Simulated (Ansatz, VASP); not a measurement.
# Two plane-wave programs on Si2Sb2Se

Contents of INCAR:

```
SYSTEM = Si2Sb2Se
PREC = Accurate
ENCUT = 600
EDIFF = 1E-6
ISMEAR = 0
SIGMA = 0.1
LREAL = .False.
LASPH = .True.
NELM = 60
ALGO = Normal
ISIF = 3
LWAVE = .False.
LCHARG = .False.
GGA = PE
IBRION = 2
NSW = 90
EDIFFG = -0.04
```

Contents of KPOINTS:

```
regular mesh
0
Gamma
  6 6 2
  0 0 0
```

Contents of POSCAR:

```
Si2Sb2Se
1.0
    4.6716428000      0.0000000000      0.0000000000
   -2.3358214000      4.0457613400      0.0000000000
    0.0000000000      0.0000000000      7.6723387100
Si Sb Se
2 2 1
Direct
    0.6666666700      0.3333333300      0.6276000100
    0.3333333300      0.6666666700      0.3723999900
    0.6666666700      0.3333333300      0.2499200000
    0.3333333300      0.6666666700      0.7500800000
    0.0000000000      0.0000000000      0.0000000000
```

Input for Ansatz:

```yaml
crystal:
  lattice:
    - [4.6716428, 0.0, 0.0]
    - [-2.3358214, 4.04576134, 0.0]
    - [0.0, 0.0, 7.67233871]
  atoms:
    - { symbol: Si, position: [0.66666667, 0.33333333, 0.62760001] }
    - { symbol: Si, position: [0.33333333, 0.66666667, 0.37239999] }
    - { symbol: Sb, position: [0.66666667, 0.33333333, 0.24992] }
    - { symbol: Sb, position: [0.33333333, 0.66666667, 0.75008] }
    - { symbol: Se, position: [0.0, 0.0, 0.0] }
basis:
  ecutwfc: 420
kpoints:
  mp_grid: { grid: [6, 6, 2] }
hamiltonian:
  xc: pbe
scf:
  occupations: { method: gaussian, width: 0.1 }
  lower_state_search: "off"
output:
  forces: true
  stress: true
  eigenvalues: true
relax:
  adjacent_minimum: "off"
  f_tol: 0.04
  max_steps: 70
  cell: { stress_tol: 0.4 }
```

Change from the starting cell: species swapped into the EuMg2Bi2 type (P-3m1, No. 164).

Alike in both runs: task relaxation of cell and atoms; functional PBE; k mesh 6 × 6 × 2; occupations gaussian, width 0.1 eV; no spin polarisation.

|  | VASP | Ansatz |
| --- | --- | --- |
| version | VASP 6.6.1 | Ansatz 0.2.0 |
| potentials or method | VASP PAW PBE potentials, release 64 (Si, Sb, Se), cutoff 600 eV | scalar-relativistic, plane waves, PAW |
| valence electrons in the cell | 24 | 54 |

Ansatz gave:

```
gap on the k mesh at the Fermi level, each at its own relaxed structure (eV) : none
relaxed volume (Å³/atom)                                                     : 22.84
relaxed cell length with the largest relative difference (Å)                 : 9.091
```

Task: What did VASP give for the same quantities?

Result: gap on the k mesh at the Fermi level, each at its own relaxed structure (eV): none; relaxed volume (Å³/atom): 22.87; relaxed cell length with the largest relative difference (Å): 9.100.

A gap of «none» marks a metal or a gap that the smearing closes. VASP's potentials hold 24 valence electrons a cell and Ansatz's 54, so a difference there can come from the potentials and not from the codes.

The k mesh is coarse, so the values compare programs but aren't converged. Spin-orbit coupling is off throughout. Noted on VASP's run: the volume moved by over 15 % at a fixed basis, so the end points are rough.
